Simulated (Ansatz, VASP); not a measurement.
## ZnS in VASP and in Ansatz

Contents of POSCAR:

```
ZnS
1.0
    0.0000000000      2.6940858343      2.6940858343
    2.6940858343      0.0000000000      2.6940858343
    2.6940858343      2.6940858343      0.0000000000
Zn S
1 1
Direct
    0.0000000000      0.0000000000      0.0000000000
    0.2500000000      0.2500000000      0.2500000000
```

INCAR.step1

```
SYSTEM = ZnS
PREC     = Accurate       ! precision mode
ENCUT    = 520            ! plane-wave cutoff, eV
ISMEAR   = 0              ! smearing method
SIGMA    = 0.01           ! smearing width, eV
LREAL    = .FALSE.        ! projectors in reciprocal space
LASPH    = .TRUE.         ! aspherical terms in the spheres
NELM     = 60             ! most SCF steps
NBANDS   = 16             ! bands
GGA      = PE             ! functional
ALGO     = Normal         ! electronic algorithm
EDIFF    = 1E-4           ! SCF threshold, eV
LWAVE    = .TRUE.         ! write WAVECAR
LCHARG   = .FALSE.        ! write CHGCAR
```

Contents of INCAR.step2:

```
SYSTEM = ZnS
PREC     = Accurate       ! precision mode
ENCUT    = 520            ! plane-wave cutoff, eV
EDIFF    = 1E-6           ! SCF threshold, eV
ISMEAR   = 0              ! smearing method
SIGMA    = 0.01           ! smearing width, eV
LREAL    = .FALSE.        ! projectors in reciprocal space
LASPH    = .TRUE.         ! aspherical terms in the spheres
NELM     = 60             ! most SCF steps
ALGO     = Normal         ! electronic algorithm
ISIF     = 2              ! what is computed and relaxed
LWAVE    = .FALSE.        ! write WAVECAR
LCHARG   = .FALSE.        ! write CHGCAR
METAGGA  = R2SCAN         ! meta-GGA
LMIXTAU  = .TRUE.       
NBANDS   = 16             ! bands
ISTART   = 1
```

The input KPOINTS:

```
Automatic mesh
0
G
  6 6 6
  0 0 0
```

Input for Ansatz:

```yaml
crystal:
  lattice:
    - [0.0, 2.6940858343, 2.6940858343]
    - [2.6940858343, 0.0, 2.6940858343]
    - [2.6940858343, 2.6940858343, 0.0]
  atoms:
    - { symbol: Zn, position: [0.0, 0.0, 0.0] }
    - { symbol: S, position: [0.25, 0.25, 0.25] }
kpoints:
  mp_grid: { grid: [6, 6, 6] }
hamiltonian:
  xc: r2scan
scf:
  occupations: { method: fixed }
  n_extra_bands: 4
output:
  forces: true
  stress: true
  eigenvalues: true
```

Alike in both runs: task single point; functional r2SCAN; k mesh 6 × 6 × 6; no spin polarisation.

|  | VASP | Ansatz |
| --- | --- | --- |
| version | VASP 6.6.1 | Ansatz 0.2.0 |
| potentials or method | VASP PAW PBE potentials, release 64 (Zn, S) | plane waves, PAW |
| plane-wave cutoff (eV) | 520 | 500 |
| occupations | gaussian, width 0.01 eV | fixed |
| valence electrons in the cell | 18 | 18 |

VASP gave:

| Item | Value |
| --- | --- |
| gap on the k mesh at the Fermi level (eV) | 2.71 |
| pressure (GPa) | 0.1 |

Which values does Ansatz return?

gap on the k mesh at the Fermi level (eV): 2.70; pressure (GPa): 0.1.

VASP's potentials were made for PBE, not for r2SCAN.
